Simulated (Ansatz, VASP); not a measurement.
Li2HfN2: VASP beside Ansatz

File INCAR:

```
SYSTEM = Li2HfN2
PREC = Accurate
ENCUT = 520
EDIFF = 1E-7
ISMEAR = 0
SIGMA = 0.05
LREAL = .False.
LASPH = .True.
NELM = 60
ALGO = Normal
ISIF = 2
LWAVE = .False.
LCHARG = .False.
NBANDS = 21
```

File KPOINTS:

```
regular mesh
0
Gamma
  9 9 6
  0 0 0
```

Contents of POSCAR:

```
Li2HfN2
1.0
    3.2371209533      0.0000000000      0.0000000000
   -1.6185604767      2.8034289807      0.0560685796
    0.0000000000      0.1084719036      5.4235951800
Li Hf N
2 1 2
Direct
    0.6666666667      0.3333333333      0.3827885700
    0.3333333333      0.6666666667      0.6172114300
    0.0000000000      0.0000000000      0.0000000000
    0.6666666667      0.3333333333      0.7793848600
    0.3333333333      0.6666666667      0.2206151400
```

Input for Ansatz:

```yaml
crystal:
  lattice:
    - [3.2371209533, 0.0, 0.0]
    - [-1.6185604767, 2.8034289807, 0.0560685796]
    - [0.0, 0.1084719036, 5.42359518]
  atoms:
    - { symbol: Li, position: [0.6666666667, 0.3333333333, 0.38278857] }
    - { symbol: Li, position: [0.3333333333, 0.6666666667, 0.61721143] }
    - { symbol: Hf, position: [0.0, 0.0, 0.0] }
    - { symbol: "N", position: [0.6666666667, 0.3333333333, 0.77938486] }
    - { symbol: "N", position: [0.3333333333, 0.6666666667, 0.22061514] }
basis:
  ecutwfc: 420
kpoints:
  mp_grid: { grid: [9, 9, 6] }
hamiltonian:
  xc: lda
scf:
  occupations: { method: gaussian, width: 0.05 }
output:
  forces: true
  stress: true
  eigenvalues: true
```

Change from the starting cell: strain +0.0400 x Voigt [0, 0, 0, 1, 0, 0], atoms carried along.

Alike in both runs: task single point; functional LDA; k mesh 9 × 9 × 6; occupations gaussian, width 0.05 eV; no spin polarisation.

|  | VASP | Ansatz |
| --- | --- | --- |
| version | VASP 6.6.1 | Ansatz 0.2.0 |
| potentials or method | VASP PAW LDA potentials, release 64 (Li_sv, Hf_pv, N), cutoff 520 eV | scalar-relativistic, plane waves, PAW |
| valence electrons in the cell | 26 | 42 |

```tsv
	VASP	Ansatz	Ansatz less VASP
gap on the k mesh at the Fermi level (eV)	1.74	1.69	-0.043
least direct gap on the mesh (eV)	2.58	2.56	-0.017
rms of the force components (eV/Å)	0.122	0.114	-0.0072
```

LDA's correlation is that of Perdew and Zunger in VASP and of Perdew and Wang (1992) in Ansatz. Atom by atom the forces differ by 0.033 eV/Å (rms over components). VASP's potentials hold 26 valence electrons a cell and Ansatz's 42, so a difference there can come from the potentials and not from the codes.

Spin-orbit coupling is off throughout. Noted on VASP's run: the cutoff is short for stress, so the pressure is rough.
